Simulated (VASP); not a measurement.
# SiC (P6_3mc) in VASP: notebook

The runs below take SiC through single point, with PBE.

Everything below comes from runs of VASP 6.6.1. Logs are shortened: lines on timing, memory, paths and dates and some standing lists are left out, and cuts for length are marked.

### 1 The cell of the first run

It takes space group P6_3mc (No. 186, hexagonal). The conventional cell has a = 2.878 Å, b = 2.878 Å, c = 9.319 Å, α = 90.00°, β = 90.00°, γ = 120.00°. Si (site symmetry 3m) has 4 C at 1.75 to 1.76 Å within 2.3 Å. Si (site symmetry 3m) has 4 C at 1.75 to 1.76 Å within 2.3 Å. Within 2.3 Å of C (site symmetry 3m) lie 4 Si at 1.75 to 1.76 Å. Within 2.3 Å of C (site symmetry 3m) lie 4 Si at 1.75 to 1.76 Å.

### 2 Single point, PBE

Input file INCAR:

```
PREC = Accurate
ENCUT = 520
EDIFF = 1E-6
ISMEAR = 0
SIGMA = 0.05
LREAL = False
LASPH = True
NELM = 60
ALGO = Normal
ISIF = 2
LWAVE = False
LCHARG = False
GGA = PE
NBANDS = 26
```

Input file KPOINTS:

```
Automatic mesh
0
Gamma
  12 12 4
```

Input file POSCAR:

```
SiC
1.0
    2.8775000000      0.0000000000      0.0000000000
   -1.4387500000      2.4919880994      0.0000000000
    0.0000000000      0.0000000000      9.3188000000
Si C
4 4
Direct
    0.6666666667      0.3333333333      0.9378436843
    0.3333333333      0.6666666667      0.4378436843
    0.0000000000      0.0000000000      0.6878989045
    0.0000000000      0.0000000000      0.1878989045
    0.6666666667      0.3333333333      0.7498087506
    0.3333333333      0.6666666667      0.2498087506
    0.0000000000      0.0000000000      0.5004476606
    0.0000000000      0.0000000000      0.0004476606
```

Potentials or basis: VASP PAW PBE potentials, release 64 (Si, C).

Run with:

```
cat potpaw_PBE.64/Si/POTCAR potpaw_PBE.64/C/POTCAR > POTCAR
mpirun -np 1 vasp_std > vasp.out
```

OUTCAR:

```text
PREC = Accurate
   ENCUT = 520
   EDIFF = 1E-6
   ISMEAR = 0
   LREAL = False
   LASPH = True
   NELM = 60
   ISIF = 2
   GGA = PE

 ion  position               nearest neighbor table
   1  0.667  0.333  0.938-   5 1.75   8 1.76   8 1.76   8 1.76   3 2.86   3 2.86   3 2.86   4 2.86
                             4 2.86   4 2.86
   2  0.333  0.667  0.438-   6 1.75   7 1.76   7 1.76   7 1.76   4 2.86   4 2.86   4 2.86   3 2.86
                             3 2.86   3 2.86
   3  0.000  0.000  0.688-   7 1.75   5 1.76   5 1.76   5 1.76   1 2.86   1 2.86   1 2.86   2 2.86
                             2 2.86   2 2.86
   4  0.000  0.000  0.188-   8 1.75   6 1.76   6 1.76   6 1.76   2 2.86   2 2.86   2 2.86   1 2.86
                             1 2.86   1 2.86
   5  0.667  0.333  0.750-   1 1.75   3 1.76   3 1.76   3 1.76
   6  0.333  0.667  0.250-   2 1.75   4 1.76   4 1.76   4 1.76
   7  0.000  0.000  0.500-   3 1.75   2 1.76   2 1.76   2 1.76
   8  0.000  0.000  0.000-   4 1.75   1 1.76   1 1.76   1 1.76

  LATTYP: Found a hexagonal cell.
 ALAT       =     2.8775000000
 C/A-ratio  =     3.2385056473

  Lattice vectors:

 A1 = (   2.8775000000,   0.0000000000,   0.0000000000)
 A2 = (  -1.4387500000,   2.4919880994,   0.0000000000)
 A3 = (   0.0000000000,   0.0000000000,   9.3188000000)

Analysis of symmetry for initial positions (statically):
=====================================================================
 Subroutine PRICEL returns:
 Original cell was already a primitive cell.

 Routine SETGRP: Setting up the symmetry group for a
 hexagonal supercell.

 Subroutine GETGRP returns: Found 12 space group operations
 (whereof  6 operations were pure point group operations)
 out of a pool of 24 trial point group operations.

The static configuration has the point symmetry C_3v.
 The point group associated with its full space group is C_6v.

Analysis of symmetry for dynamics (positions and initial velocities):
=====================================================================
 Subroutine PRICEL returns:
 Original cell was already a primitive cell.

 Routine SETGRP: Setting up the symmetry group for a
 hexagonal supercell.

 Subroutine GETGRP returns: Found 12 space group operations
 (whereof  6 operations were pure point group operations)
 out of a pool of 24 trial point group operations.

The dynamic configuration has the point symmetry C_3v.
 The point group associated with its full space group is C_6v.

 Subroutine INISYM returns: Found 12 space group operations
 (whereof  6 operations are pure point group operations),
 and found     1 'primitive' translations

----------------------------------------------------------------------------------------

                                     Primitive cell

  volume of cell :      66.8223

  direct lattice vectors                    reciprocal lattice vectors
     2.877500000  0.000000000  0.000000000     0.347523892  0.200643013  0.000000000
    -1.438750000  2.491988099  0.000000000     0.000000000  0.401286025  0.000000000
     0.000000000  0.000000000  9.318800000     0.000000000  0.000000000  0.107309954

  length of vectors
     2.877500000  2.877500000  9.318800000     0.401286026  0.401286025  0.107309954

  position of ions in fractional coordinates (direct lattice)
     0.666666667  0.333333333  0.937843684
     0.333333333  0.666666667  0.437843684
     0.000000000  0.000000000  0.687898905
     0.000000000  0.000000000  0.187898905
     0.666666667  0.333333333  0.749808751
     0.333333333  0.666666667  0.249808751
     0.000000000  0.000000000  0.500447661
     0.000000000  0.000000000  0.000447661

  ion indices of the primitive-cell ions
   primitive index   ion index
                 1           1
                 2           2
                 3           3
                 4           4
                 5           5
                 6           6
                 7           7
                 8           8

----------------------------------------------------------------------------------------

[... 62 lines left out ...]
      5       2.0947      2.00000
      6       4.9027      2.00000
[... 18 lines left out ...]
     25      20.9422      0.00000
     26      21.3262      0.00000

 k-point     5 :       0.3333    0.0000    0.0000
  band No.  band energies     occupation
      1      -4.3114      2.00000
      2      -3.0042      2.00000
      3      -2.9273      2.00000
      4      -0.4214      2.00000
      5       2.7975      2.00000
      6       3.2205      2.00000
[... 18 lines left out ...]
     25      21.2830      0.00000
     26      21.7082      0.00000

 k-point     6 :       0.4167    0.0000    0.0000
  band No.  band energies     occupation
      1      -3.1933      2.00000
      2      -2.0438      2.00000
      3      -1.9389      2.00000
      4      -0.3293      2.00000
      5       1.7716      2.00000
      6       2.2573      2.00000
[... 427 lines left out ...]
 k-point    21 :       0.0833    0.0000    0.2500
  band No.  band energies     occupation
      1      -6.2670      2.00000
      2      -5.5439      2.00000
      3      -4.1451      2.00000
      4      -2.3390      2.00000
      5       1.6687      2.00000
      6       4.5266      2.00000
[... 18 lines left out ...]
     25      20.1450      0.00000
     26      20.2716      0.00000

 k-point    22 :       0.1667    0.0000    0.2500
  band No.  band energies     occupation
      1      -5.8473      2.00000
      2      -5.1303      2.00000
      3      -3.7466      2.00000
      4      -1.9774      2.00000
      5       2.0426      2.00000
      6       4.7444      2.00000
[... 18 lines left out ...]
     25      20.3735      0.00000
     26      20.6091      0.00000

 k-point    23 :       0.2500    0.0000    0.2500
  band No.  band energies     occupation
      1      -5.1587      2.00000
      2      -4.4538      2.00000
      3      -3.1012      2.00000
      4      -1.4110      2.00000
      5       2.6086      2.00000
      6       4.6165      2.00000
[... 18 lines left out ...]
     25      21.2516      0.00000
     26      21.2544      0.00000

 k-point    24 :       0.3333    0.0000    0.2500
  band No.  band energies     occupation
      1      -4.2249      2.00000
      2      -3.5440      2.00000
      3      -2.2581      2.00000
      4      -0.7553      2.00000
      5       2.8142      2.00000
      6       3.3476      2.00000
[... 18 lines left out ...]
     25      20.9864      0.00000
     26      21.4599      0.00000

 [... further k-points ...]

------------------------ aborting loop because EDIFF is reached ----------------------------------------

  FORCE on cell =-STRESS in cart. coord.  units (eV):
  Direction    XX          YY          ZZ          XY          YZ          ZX
  --------------------------------------------------------------------------------------
  -------------------------------------------------------------------------------------
  Total       30.1226354     30.1226354     33.9389163      0.0000000      0.0000000      0.0000000
  in kB      722.2412029    722.2412029    813.7429999      0.0000000      0.0000000      0.0000000
  external PRESSURE =     752.7418019 kB  Pullay stress =       0.0000000 kB

 VOLUME and BASIS-vectors are now :
 -----------------------------------------------------------------------------
  energy-cutoff  :      520.00
  volume of cell :       66.82
      direct lattice vectors                 reciprocal lattice vectors
     2.877500000  0.000000000  0.000000000     0.347523892  0.200643013  0.000000000
    -1.438750000  2.491988099  0.000000000     0.000000000  0.401286025  0.000000000
     0.000000000  0.000000000  9.318800000     0.000000000  0.000000000  0.107309954

 POSITION                                       TOTAL-FORCE (eV/Angst)
 -----------------------------------------------------------------------------------
      1.43875      0.83066      8.73958         0.000000      0.000000      0.182546
     -0.00000      1.66133      4.08018         0.000000      0.000000      0.182546
      0.00000      0.00000      6.41039         0.000000     -0.000000      0.366938
      0.00000      0.00000      1.75099        -0.000000      0.000000      0.366938
      1.43875      0.83066      6.98732         0.000000     -0.000000     -0.259988
     -0.00000      1.66133      2.32792        -0.000000      0.000000     -0.259988
      0.00000      0.00000      4.66357         0.000000      0.000000     -0.289497
      0.00000      0.00000      0.00417         0.000000      0.000000     -0.289497
 -----------------------------------------------------------------------------------
    total drift:                               -0.000000     -0.000000     -0.000259

  FREE ENERGIE OF THE ION-ELECTRON SYSTEM (eV)
  ---------------------------------------------------
  free  energy   TOTEN  =       -56.8789123451 eV

  energy  without entropy=      -56.8789123451  energy(sigma->0) =      -56.87891235
```

It took 33 s on 1 thread of Intel Xeon 6975P-C (Granite Rapids), shared host; peak memory 0.22 GiB.

What came out:

```yaml
Free_energy: -56.8789 eV
Pressure: 75.3 GPa
Largest_force: 0.367 eV/Å
Band_gap_on_the_k_mesh: 2.25 eV, indirect (least direct gap 3.40 eV)
```

Forces in eV/Å, atoms in the order of the input:
```
Si   0.000  0.000  0.183
Si   0.000  0.000  0.183
Si   0.000  0.000  0.367
Si   0.000  0.000  0.367
C    0.000  0.000 -0.260
C    0.000  0.000 -0.260
C    0.000  0.000 -0.289
C    0.000  0.000 -0.289
```

A k mesh can miss the band edges. A hybrid or GW would open this gap; PBE tends to underestimate it.

### 3 Single point, PBE

This run uses another cell than the first one, of 8.59 Å³/atom, 1.029 times its volume.

Input file INCAR:

```
SYSTEM = SiC
ALGO = Normal ; EDIFF = 1E-7
ENCUT = 520 ; GGA = PE
ISIF = 2 ; ISMEAR = 0
LASPH = .True. ; LCHARG = .False.
LREAL = .False. ; LWAVE = .False.
NBANDS = 26 ; NELM = 80
PREC = Accurate ; SIGMA = 0.05
```

Input file KPOINTS:

```
k-points
0
Gamma
  12 12 4
  0 0 0
```

Edit POSCAR of step 2 so:

```diff
@@ -4,3 +4,3 @@
    -1.4387500000      2.4919880994      0.0000000000
-    0.0000000000      0.0000000000      9.3188000000
+    0.0000000000      0.0000000000      9.5889000000
 Si C
```

Potentials or basis: VASP PAW PBE potentials, release 64 (Si, C).

Run with:

```
cat potpaw_PBE.64/Si/POTCAR potpaw_PBE.64/C/POTCAR > POTCAR
mpirun -np 1 vasp_std > vasp.out
```

Wall time 39 s (1 thread of Intel Xeon 6975P-C (Granite Rapids), shared host); peak memory 0.23 GiB.

The run converged. Its results:

- Free energy: -57.6772 eV
- Pressure: 62.6 GPa
- Largest force: 0.459 eV/Å
- Band gap on the k mesh: 2.13 eV, indirect (least direct gap 3.34 eV)

Forces in eV/Å, atoms in the order of the input:
```
Si   0.000  0.000 -0.459
Si   0.000  0.000 -0.459
Si   0.000  0.000 -0.377
Si   0.000  0.000 -0.377
C    0.000  0.000  0.443
C    0.000  0.000  0.443
C    0.000  0.000  0.393
C    0.000  0.000  0.393
```

Stress tensor (GPa, compression positive):
```
68.17  0.00  0.00
 0.00 68.17  0.00
 0.00  0.00 51.56
```

Levels at points of the mesh, in eV from the valence-band top:
```tsv
k point	band 14	band 15	band 16	band 17	band 18	band 19
(0.00, 0.00, 0.00)	-0.20	0.00	0.00	7.03	7.54	7.82
(0.50, 0.00, 0.00)	-2.54	-1.81	-1.22	2.13	2.54	4.80
(0.00, 0.00, 0.50)	-0.19	-0.19	-0.19	7.23	7.23	8.29
(0.50, 0.00, 0.50)	-2.84	-1.69	-1.69	2.73	2.73	4.60
```

A k mesh can miss the band edges.

### 4 Single point, PBE

This run uses another cell than the first one, of 8.78 Å³/atom, 1.051 times its volume.

Input file INCAR:

```
SYSTEM = SiC
PREC = Accurate
ENCUT = 520
EDIFF = 1E-7
ISMEAR = 0
SIGMA = 0.05
LREAL = .False.
LASPH = .True.
NELM = 80
ALGO = Normal
ISIF = 2
LWAVE = .False.
LCHARG = .False.
GGA = PE
NBANDS = 26
```

Input file KPOINTS:

```
Automatic mesh
0
Gamma
  12 12 4
  0 0 0
```

Edit POSCAR of step 3 so:

```diff
@@ -2,5 +2,5 @@
 1.0
-    2.8775000000      0.0000000000      0.0000000000
-   -1.4387500000      2.4919880994      0.0000000000
-    0.0000000000      0.0000000000      9.5889000000
+    2.9497000000      0.0000000000      0.0000000000
+   -1.4748500000      2.5545151336      0.0000000000
+    0.0000000000      0.0000000000      9.3188000000
 Si C
```

Run with:

```
cat potpaw_PBE.64/Si/POTCAR potpaw_PBE.64/C/POTCAR > POTCAR
mpirun -np 1 vasp_std > vasp.out
```

It took 44 s on 1 thread of Intel Xeon 6975P-C (Granite Rapids), shared host; peak memory 0.22 GiB.

Results (log left out):

- Free energy: -58.1000 eV
- Pressure: 54.1 GPa
- Largest force: 0.954 eV/Å
- Band gap on the k mesh: 2.19 eV, indirect (least direct gap 3.41 eV)

Forces in eV/Å, atoms in the order of the input:
```
Si   0.000  0.000  0.750
Si   0.000  0.000  0.750
Si   0.000  0.000  0.954
Si   0.000  0.000  0.954
C    0.000  0.000 -0.855
C    0.000  0.000 -0.855
C    0.000  0.000 -0.849
C    0.000  0.000 -0.849
```

Stress tensor (GPa, compression positive):
```
44.04  0.00  0.00
 0.00 44.04  0.00
 0.00  0.00 74.13
```

Levels at points of the mesh, in eV from the valence-band top:
```
           k point  band 12  band 13  band 14  band 15  band 16  band 17  band 18  band 19  band 20  band 21
(0.00, 0.00, 0.00)    -0.88    -0.88    -0.20    -0.20     0.00     5.87     6.52     7.30     7.34     7.34
(0.50, 0.00, 0.00)    -2.87    -2.80    -2.32    -1.66    -1.22     2.19     2.20     4.46     5.85     6.04
(0.00, 0.00, 0.50)    -1.43    -0.44    -0.44    -0.44    -0.44     6.10     6.10     7.59     7.59     7.59
(0.50, 0.00, 0.50)    -3.63    -2.76    -2.76    -1.79    -1.79     2.52     2.52     4.57     4.57     7.22
```

### 5 Single point, PBE

This run uses another cell than the first one, of 8.84 Å³/atom, 1.058 times its volume.

Input file INCAR:

```
  PREC = Accurate
  ENCUT = 520
  EDIFF = 1E-6
  ISMEAR = 0
  SIGMA = 0.05
  LREAL = F
  LASPH = T
  NELM = 60
  ALGO = Normal
  ISIF = 2
  LWAVE = F
  LCHARG = F
  GGA = PE
  NBANDS = 26
```

Input file KPOINTS:

```
Automatic mesh
0
Gamma
  12 12 4
```

Edit POSCAR of step 4 so:

```diff
@@ -2,5 +2,5 @@
 1.0
-    2.9497000000      0.0000000000      0.0000000000
-   -1.4748500000      2.5545151336      0.0000000000
-    0.0000000000      0.0000000000      9.3188000000
+    2.8775000000      0.0000000000      0.0000000000
+   -1.4387500000      2.4919880994      0.0000000000
+    0.0000000000      0.0000000000      9.8591000000
 Si C
```

Run with:

```
cat potpaw_PBE.64/Si/POTCAR potpaw_PBE.64/C/POTCAR > POTCAR
mpirun -np 1 vasp_std > vasp.out
```

Wall time 48 s (1 thread of Intel Xeon 6975P-C (Granite Rapids), shared host); peak memory 0.23 GiB.

Results (log left out):

| Property | Result |
| --- | --- |
| Free energy | -58.1486 eV |
| Pressure | 52.0 GPa |
| Largest force | 0.892 eV/Å |
| Band gap on the k mesh | 1.96 eV, indirect (least direct gap 3.26 eV) |

Forces on the atoms (eV/Å):
```
Si   0.000  0.000 -0.862
Si   0.000  0.000 -0.862
Si   0.000  0.000 -0.855
Si   0.000  0.000 -0.855
C    0.000  0.000  0.892
C    0.000  0.000  0.892
C    0.000  0.000  0.825
C    0.000  0.000  0.825
```

Stress tensor (GPa, compression positive):
```
64.46  0.00  0.00
 0.00 64.46  0.00
 0.00  0.00 27.09
```

Levels at points of the mesh, in eV from the valence-band top:
```
           k point  band 13  band 14  band 15  band 16  band 17  band 18  band 19  band 20
(0.00, 0.00, 0.00)    -0.49    -0.44     0.00     0.00     6.63     7.21     7.58     8.13
(0.50, 0.00, 0.00)    -2.53    -2.51    -1.95    -1.31     1.96     2.52     4.77     5.27
(0.00, 0.00, 0.50)    -0.17    -0.17    -0.17    -0.17     7.30     7.30     7.83     7.83
(0.50, 0.00, 0.50)    -2.92    -2.92    -1.72    -1.72     2.66     2.66     4.45     4.45
```

### 6 Single point, PBE

This run uses another cell than the first one, of 9.03 Å³/atom, 1.081 times its volume.

Input file INCAR:

```
SYSTEM = SiC
ALGO = Normal
EDIFF = 1E-6
ENCUT = 520
GGA = PE
ISIF = 2
ISMEAR = 0
LASPH = .True.
LCHARG = .False.
LREAL = .False.
LWAVE = .False.
NBANDS = 26
NELM = 100
PREC = Accurate
SIGMA = 0.05
```

Input file KPOINTS:

```
k-points
0
Gamma
  12 12 4
  0 0 0
```

Edit POSCAR of step 5 so:

```diff
@@ -2,5 +2,5 @@
 1.0
-    2.8775000000      0.0000000000      0.0000000000
-   -1.4387500000      2.4919880994      0.0000000000
-    0.0000000000      0.0000000000      9.8591000000
+    2.9497000000      0.0000000000      0.0000000000
+   -1.4748500000      2.5545151336      0.0000000000
+    0.0000000000      0.0000000000      9.5889000000
 Si C
```

Potentials or basis: VASP PAW PBE potentials, release 64 (Si, C).

Run with:

```
cat potpaw_PBE.64/Si/POTCAR potpaw_PBE.64/C/POTCAR > POTCAR
mpirun -np 1 vasp_std > vasp.out
```

Wall time 37 s (1 thread of Intel Xeon 6975P-C (Granite Rapids), shared host); peak memory 0.23 GiB.

Results (log left out):

```
Free energy            : -58.8578 eV
Pressure               : 42.7 GPa
Largest force          : 0.178 eV/Å
Band gap on the k mesh : 2.27 eV, indirect (least direct gap 3.39 eV)
```

Forces on the atoms (eV/Å):
```
Si   0.000  0.000  0.077
Si   0.000  0.000  0.077
Si   0.000  0.000  0.178
Si   0.000  0.000  0.178
C    0.000  0.000 -0.119
C    0.000  0.000 -0.119
C    0.000  0.000 -0.136
C    0.000  0.000 -0.136
```

Stress tensor (GPa, compression positive):
```
41.09  0.00  0.00
 0.00 41.09  0.00
 0.00  0.00 46.00
```

Levels at points of the mesh, in eV from the valence-band top:
```tsv
k point	band 14	band 15	band 16	band 17	band 18	band 19
(0.00, 0.00, 0.00)	0.00	0.00	0.00	6.21	6.79	7.49
(0.50, 0.00, 0.00)	-2.31	-1.62	-1.12	2.27	2.45	4.62
(0.00, 0.00, 0.50)	-0.22	-0.22	-0.22	6.42	6.42	7.81
(0.50, 0.00, 0.50)	-2.66	-1.62	-1.62	2.72	2.72	4.57
```

A k mesh can miss the band edges.

### 7 The runs side by side

| cell | gap on the mesh (eV) | pressure (GPa) | largest force (eV/Å) |
| --- | --- | --- | --- |
| a = 2.877, b = 2.878, c = 9.319 Å, angles 90.0, 90.0, 120.0°, 8 atoms | 2.25 | 75.3 | 0.37 |
| a = 2.877, b = 2.878, c = 9.589 Å, angles 90.0, 90.0, 120.0°, 8 atoms | 2.13 | 62.6 | 0.46 |
| a = 2.950, b = 2.950, c = 9.319 Å, angles 90.0, 90.0, 120.0°, 8 atoms | 2.19 | 54.1 | 0.95 |
| a = 2.877, b = 2.878, c = 9.859 Å, angles 90.0, 90.0, 120.0°, 8 atoms | 1.96 | 52.0 | 0.89 |
| a = 2.950, b = 2.950, c = 9.589 Å, angles 90.0, 90.0, 120.0°, 8 atoms | 2.27 | 42.7 | 0.18 |

Alike in all rows: task single point; level PBE; potentials or basis VASP PAW PBE potentials, release 64 (Si, C); no spin polarisation; k mesh 12 × 12 × 4; cutoff (eV) 520; smearing gaussian 0.05 eV.

Total energies depend on the potentials used, so only differences within one code and one set of settings carry meaning.
